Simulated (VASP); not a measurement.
Set up this calculation in VASP 6.6.1, as the native input.

```yaml
Task: single point
Functional: r2SCAN
Potentials_or_basis: VASP PAW PBE potentials, release 64 (Li_sv)
Cutoff: 520 eV
k_mesh: 6 × 6 × 6
Occupations: fermi-dirac, width 0.05 eV
Spin: no spin polarisation
Dipole_correction: no
Further_INCAR_settings: ALGO = Normal; EDIFF = 1e-06; NBANDS = 8
```

The system is Li.

```xyz
1
Lattice="-1.7547 1.7547 1.7547 1.7547 -1.7547 1.7547 1.7547 1.7547 -1.7547" Properties=species:S:1:pos:R:3 pbc="T T T"
Li    0.0000    0.0000    0.0000
```

One way to write it, as run:

POSCAR

```
Li
1.0
   -1.7546500000      1.7546500000      1.7546500000
    1.7546500000     -1.7546500000      1.7546500000
    1.7546500000      1.7546500000     -1.7546500000
Li
1
Direct
    0.0000000000      0.0000000000      0.0000000000
```

INCAR.step1

```
PREC = Accurate
ENCUT = 520
ISMEAR = -1
SIGMA = 0.05
LREAL = F
LASPH = T
NELM = 80
NBANDS = 8
GGA = PE
ALGO = Normal
EDIFF = 1E-4
LWAVE = T
LCHARG = F
```

INCAR.step2

```
PREC = Accurate
ENCUT = 520
EDIFF = 1E-6
ISMEAR = -1
SIGMA = 0.05
LREAL = F
LASPH = T
NELM = 80
ALGO = Normal
ISIF = 2
LWAVE = F
LCHARG = T
METAGGA = R2SCAN
LMIXTAU = T
LELF = T
LVHAR = T
NBANDS = 8
ISTART = 1
```

KPOINTS

```
regular mesh
0
Gamma
  6 6 6
```

Potentials or basis: VASP PAW PBE potentials, release 64 (Li_sv).

Command:

```console
$ cat potpaw_PBE.64/Li_sv/POTCAR > POTCAR
$ cp INCAR.step1 INCAR
$ mpirun -np 1 vasp_std > vasp.out
$ cp INCAR.step2 INCAR
$ mpirun -np 1 vasp_std > vasp.out
```

Wall time 14 s on 1 thread of Intel Xeon 6975P-C, with other jobs on the host, peak memory 0.13 GiB.
